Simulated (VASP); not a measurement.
Here is a VASP 6.6.1 calculation.

INCAR

```
ALGO = Normal ; EDIFF = 1E-6
ENCUT = 600 ; GGA = PE
GGA_COMPAT = F ; ISIF = 2
ISMEAR = 0 ; LASPH = T
LCHARG = T ; LELF = T
LREAL = F ; LVHAR = T
LWAVE = F ; NBANDS = 15
NELM = 120 ; PREC = Accurate
SIGMA = 0.01
```

KPOINTS

```
k-points
0
Gamma
  4 4 4
```

The input POSCAR:

```
SrO
1.0
    0.0000000000      2.5798930278      2.5798930278
    2.5798930278      0.0000000000      2.5798930278
    2.5798930278      2.5798930278      0.0000000000
Sr O
1 1
Direct
    0.5000000000      0.5000000000      0.5000000000
    0.0000000000      0.0000000000      0.0000000000
```

Potentials or basis: VASP PAW PBE potentials, release 64 (Sr_sv, O).

Launch:

```bash
$ cat potpaw_PBE.64/Sr_sv/POTCAR potpaw_PBE.64/O/POTCAR > POTCAR
$ mpirun -np 1 vasp_std > vasp.out
```

Q: What does it give for the pressure?

A: 2.3 GPa.

Q: Estimate the band gap on the k mesh.

A: 3.27 eV, indirect (least direct gap 3.36 eV).

Caveat: the k points lie up to 0.53 Å⁻¹ apart. A k mesh can miss the band edges.
